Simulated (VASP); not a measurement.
A run of VASP 6.6.1:

INCAR

```
SYSTEM = LiH
ALGO = Normal
EDIFF = 1E-7
ENCUT = 520
GGA = PE
ISIF = 2
ISMEAR = 0
LASPH = .TRUE.
LCHARG = .FALSE.
LREAL = .FALSE.
LWAVE = .FALSE.
NBANDS = 24
NELM = 60
PREC = Accurate
SIGMA = 0.01
```

File KPOINTS:

```
k-points
0
G
  12 12 4
  0 0 0
```

The input POSCAR:

```
LiH
1.0
    2.8944366832      0.0000000000      0.0000000000
   -1.4472183416      2.5066556973      0.0000000000
    0.0000000000      0.0000000000     15.5058124393
Li H
6 6
Direct
    0.0000000000      0.0000000000      0.1185515123
    0.0000000000      0.0000000000      0.2774629060
    0.6666666667      0.3333333333      0.4459949105
    0.3333333333      0.6666666667      0.6188768011
    0.3333333333      0.6666666667      0.7835520431
    0.6666666667      0.3333333333      0.9453260470
    0.0000000000      0.0000000000      0.0104981394
    0.3333333333      0.6666666667      0.1887265530
    0.6666666667      0.3333333333      0.3373174827
    0.6666666667      0.3333333333      0.5502929508
    0.0000000000      0.0000000000      0.6905585553
    0.0000000000      0.0000000000      0.8550523389
```

Potentials or basis: VASP PAW PBE potentials, release 64 (Li_sv, H).

Command:

```sh
$ cat potpaw_PBE.64/Li_sv/POTCAR potpaw_PBE.64/H/POTCAR > POTCAR
$ mpirun -np 1 vasp_std > vasp.out
```

Hardware: 1 thread of Oxide Virtual Turin-like Processor, on a shared host.

Q: How long does it take, and how much memory?

A: Run time: 3.2 min on 1 thread of Oxide Virtual Turin-like Processor (shared host), peak memory 0.28 GiB. Counts: scf iterations 18, k points 69.
